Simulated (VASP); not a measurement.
The system is KBr.

```
K Br
1.0
     0.02591    3.31165    3.31165
     3.31165    0.02591    3.31165
     3.31165    3.31165    0.02591
K Br
1 1
Cartesian
  0.0000 0.0000 0.0000
  3.3246 3.3246 3.3246
```

This cell differs from its parent crystal: epitaxial 111 strain -0.5%.

Base run:

| Quantity | Value |
| --- | --- |
| Program | VASP 6.6.1 |
| Functional | PBE |
| Potentials or basis | VASP PAW PBE potentials, release 64 (K_sv, Br) |
| Cutoff | 520 eV |
| k mesh | 6 × 6 × 6 |
| Occupations | fermi-dirac, width 0.02 eV |
| Spin | no spin polarisation |

Its results: band gap on the k mesh 4.43 eV; pressure 0.8 GPa.

**Question.** The run is repeated on the same cell with these changes: functional from PBE to r2SCAN; occupations from fermi-dirac, width 0.02 eV to gaussian, width 0.01 eV. What comes out?

**Answer.** Band gap on the k mesh 5.07 eV; pressure 0.1 GPa.

Caveats: the PAW data sets were made with another functional, which shifts forces and pressure a little (at least some runs).

